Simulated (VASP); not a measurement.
Write the native input for VASP 6.6.1 that does the following.

```
Task                   : single point
Functional             : PBEsol
Potentials or basis    : VASP PAW PBE potentials, release 64 (Ge_d)
Cutoff                 : 520 eV
k mesh                 : 5 × 5 × 3
Occupations            : gaussian, width 0.1 eV
Spin                   : no spin polarisation
Dipole correction      : no
Further INCAR settings : ALGO = Normal; EDIFF = 1e-06; NBANDS = 21
```

The structure of Ge lies in POSCAR:

```
Ge
1.0
    2.9911060000      0.0000000000      0.0000000000
   -1.5105156329      2.5816772893      0.0000000000
    0.0000000000      0.0000000000      4.7275960000
Ge
2
Direct
    0.6665500000      0.3334500000      0.2500000000
    0.3334500000      0.6665500000      0.7500000000
```

The input as run:

INCAR

```
SYSTEM = Ge
PREC     = Accurate       ! precision mode
ENCUT    = 520            ! plane-wave cutoff, eV
EDIFF    = 1E-6           ! SCF threshold, eV
ISMEAR   = 0              ! smearing method
SIGMA    = 0.1            ! smearing width, eV
LREAL    = .False.        ! projectors in reciprocal space
LASPH    = .True.         ! aspherical terms in the spheres
NELM     = 60             ! most SCF steps
ALGO     = Normal         ! electronic algorithm
ISIF     = 2              ! what is computed and relaxed
LWAVE    = .False.        ! write WAVECAR
LCHARG   = .False.        ! write CHGCAR
GGA      = PS             ! functional
NBANDS   = 21             ! bands
```

KPOINTS

```
regular mesh
0
Gamma
  5 5 3
  0 0 0
```

Potentials or basis: VASP PAW PBE potentials, release 64 (Ge_d).

Launch:

```sh
$ cat potpaw_PBE.64/Ge_d/POTCAR > POTCAR
$ mpirun -np 1 vasp_std > vasp.out
```

Results of the run:

* Pressure: 1.4 GPa
* Largest force: 0.023 eV/Å
* Band gap on the k mesh: zero (band 14 reaches 13.53 eV, above the bottom of band 15 at 5.72 eV)

Caveat: the k points lie up to 0.49 Å⁻¹ apart; the PAW data sets were made with another functional, which shifts forces and pressure a little.

It took 21 s on 1 thread of AMD EPYC 7R13, on a shared host, peak memory 0.12 GiB.
